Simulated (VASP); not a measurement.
Runs of VASP 6.6.1 on CaSe. The structure is that of space group F-43m (No. 216), or close to it. The cells are those of the table. 

| cell | gap on the mesh (eV) | pressure (GPa) |
| --- | --- | --- |
| a = 4.667 Å, angles 60.0°, 2 atoms | 3.15 | -0.1 |
| a = 4.659, b = 4.659, c = 4.651 Å, angles 60.1, 60.1, 59.9°, 2 atoms | 3.17 | 0.1 |
| a = 4.690, b = 4.690, c = 4.714 Å, angles 59.8, 59.8, 60.3°, 2 atoms | 3.09 | -0.7 |
| a = 4.675, b = 4.675, c = 4.682 Å, angles 59.9, 59.9, 60.1°, 2 atoms | 3.13 | -0.3 |
| a = 4.651, b = 4.651, c = 4.636 Å, angles 60.1, 60.1, 59.8°, 2 atoms | 3.18 | 0.4 |
| a = 4.682, b = 4.682, c = 4.698 Å, angles 59.9, 59.9, 60.2°, 2 atoms | 3.11 | -0.5 |
| a = 4.644, b = 4.644, c = 4.620 Å, angles 60.2, 60.2, 59.7°, 2 atoms | (a) | (b) |

Alike in all rows: task single point; level PBE; potentials or basis VASP PAW PBE potentials, release 64 (Ca_sv, Se); no spin polarisation; k mesh 5 × 5 × 5; cutoff (eV) 520; smearing gaussian 0.01 eV.

Question: Fill in the values left out.

Answer: (a) 3.20; (b) 0.6.

A k mesh can miss the band edges, and the runs leave out spin-orbit coupling on Se.
